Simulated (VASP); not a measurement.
Write the native input for VASP 6.6.1 that does the following.

```yaml
Task: single point
Functional: PBEsol
Potentials_or_basis: VASP PAW PBE potentials, release 64 (Na_pv, F)
Cutoff: 520 eV
k_mesh: 6 × 6 × 6
Occupations: fermi-dirac, width 0.05 eV
Spin: no spin polarisation
Dipole_correction: no
Further_INCAR_settings: ALGO = Normal; EDIFF = 1e-06; NBANDS = 14
```

The structure of NaF lies in POSCAR:

```
NaF
1.0
    0.0000000000      2.2971680881      2.2971680881
    2.2971680881      0.0000000000      2.2971680881
    2.2971680881      2.2971680881      0.0000000000
Na F
1 1
Direct
    0.0000000000      0.0000000000      0.0000000000
    0.5000000000      0.5000000000      0.5000000000
```

The input as run:

INCAR

```
SYSTEM = NaF
PREC = Accurate ; ENCUT = 520
EDIFF = 1E-6 ; ISMEAR = -1
SIGMA = 0.05 ; LREAL = .FALSE.
LASPH = .TRUE. ; NELM = 80
ALGO = Normal ; ISIF = 2
LWAVE = .FALSE. ; LCHARG = .FALSE.
GGA = PS ; NBANDS = 14
```

KPOINTS

```
regular mesh
0
G
  6 6 6
  0 0 0
```

Potentials or basis: VASP PAW PBE potentials, release 64 (Na_pv, F).

Launch:

```bash
$ cat potpaw_PBE.64/Na_pv/POTCAR potpaw_PBE.64/F/POTCAR > POTCAR
$ mpirun -np 1 vasp_std > vasp.out
```

It gave:

| Item | Value |
| --- | --- |
| Pressure | 1.1 GPa |
| Band gap on the k mesh | 6.30 eV, direct |

Caveat: the PAW data sets were made with another functional, which shifts forces and pressure a little.

Wall time 5.8 s on 1 thread of AMD EPYC 7R43 64-Core Processor (Zen 3), with other jobs on the host, peak memory 0.1 GiB.
